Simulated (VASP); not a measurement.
Runs of VASP 6.6.1 on Mn. The structure is that of space group Im-3m (No. 229), or close to it. The cells are those of the table. 

| task | cell | k mesh | cutoff (eV) | gap on the mesh (eV) | pressure (GPa) | moment (μB) |
| --- | --- | --- | --- | --- | --- | --- |
| single point | a = 2.650 Å, angles 109.5°, 1 atom | 8 × 8 × 8 | 520 | none | (a) | 3.81 |
| single point | a = 2.726 Å, angles 109.5°, 1 atom | 8 × 8 × 8 | 520 | none | 0.0 | 3.81 |
| single point | a = 2.743 Å, angles 109.5°, 1 atom | 18 × 18 × 18 | 520 | none | 0.0 | 3.89 |
| relaxation of cell and atoms | relaxed from a = 2.650 Å, angles 109.5°, 1 atom | 8 × 8 × 8 | 600 | none | -0.1 | 3.81 |

Alike in all rows: level r2SCAN; potentials or basis VASP PAW PBE potentials, release 64 (Mn_pv); spin collinear, ferromagnetic start; smearing gaussian 0.1 eV.

Problem. Fill in the values left out.

Solution. (a) 11.8.

Caveats: some runs use coarse meshes; the PAW data sets were made with another functional, which shifts forces and pressure a little.

A gap of «none» marks levels without a gap at the run's occupations.
